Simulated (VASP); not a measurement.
Here is a VASP 6.6.1 calculation.

The input INCAR:

```
SYSTEM = PtSe2
PREC = Accurate
ENCUT = 520
EDIFF = 1E-7
ISMEAR = 0
SIGMA = 0.05
LREAL = .False.
LASPH = .True.
NELM = 80
ALGO = Normal
ISIF = 2
LWAVE = .False.
LCHARG = .False.
LDIPOL = .True.
IDIPOL = 3
DIPOL = 0.5 0.5 0.386
GGA = PE
IVDW = 12
NBANDS = 31
```

Contents of KPOINTS:

```
regular mesh
0
Gamma
  9 9 1
  0 0 0
```

The input POSCAR:

```
PtSe2
1.0
    3.7070358307      0.0000000000      0.0000000000
   -1.8535179153      3.2103872021      0.0000000000
    0.0000000000      0.0000000000     22.7981611688
Se Pt
4 2
Direct
    0.6666666667      0.3333333333      0.1973843402
    0.3333333333      0.6666666667      0.3135814565
    0.5000000000      1.3333333333      0.4587686045
    0.1666666667      1.6666666667      0.5749657208
    0.0000000000      0.0000000000      0.2554828983
   -0.1666666667      1.0000000000      0.5168671626
```

Potentials or basis: VASP PAW PBE potentials, release 64 (Se, Pt).

The run is started by

```sh
$ cat potpaw_PBE.64/Se/POTCAR potpaw_PBE.64/Pt/POTCAR > POTCAR
$ mpirun -np 1 vasp_std > vasp.out
```

Q: Estimate the dispersion energy per atom.

A: -0.350 eV.

Q: Predict the largest force.

A: 0.107 eV/Å.

Q: Predict the band gap on the k mesh.

A: 0.86 eV (least direct gap 1.06 eV).

Forces on the atoms (eV/Å):
```
Se  -0.019  0.009 -0.014
Se  -0.036  0.014  0.047
Se   0.036 -0.014 -0.047
Se   0.019 -0.009  0.014
Pt   0.027 -0.008  0.103
Pt  -0.027  0.008 -0.103
```

Caveat: the cell differs from its parent crystal (layers slid over each other); spin-orbit coupling is left out, which moves the levels of the heavy elements.
